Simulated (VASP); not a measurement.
Runs of VASP 6.6.1 on VSi (rocksalt type). The structure is that of space group Fm-3m (No. 225), or close to it. The cells are those of the table. 

```tsv
cell	gap on the mesh (eV)	pressure (GPa)	moment (μB)
a = 3.501 Å, angles 60.0°, 2 atoms	none	-4.9	0.01
a = 3.409 Å, angles 60.0°, 2 atoms	none	6.3	0.00
a = 3.456 Å, angles 60.0°, 2 atoms	none	(a)	0.01
a = 3.433 Å, angles 60.0°, 2 atoms	none	(b)	0.00
a = 3.479 Å, angles 60.0°, 2 atoms	none	-2.5	0.00
```

Alike in all rows: task single point; level PBE; potentials or basis VASP PAW PBE potentials, release 64 (V_sv, Si); spin collinear, ferromagnetic start; k mesh 13 × 13 × 13; cutoff (eV) 520; smearing fermi-dirac 0.03 eV.

**Question.** Fill in the values left out.

**Answer.** (a) 0.2; (b) 3.0.

A gap of «none» marks levels without a gap at the run's occupations.
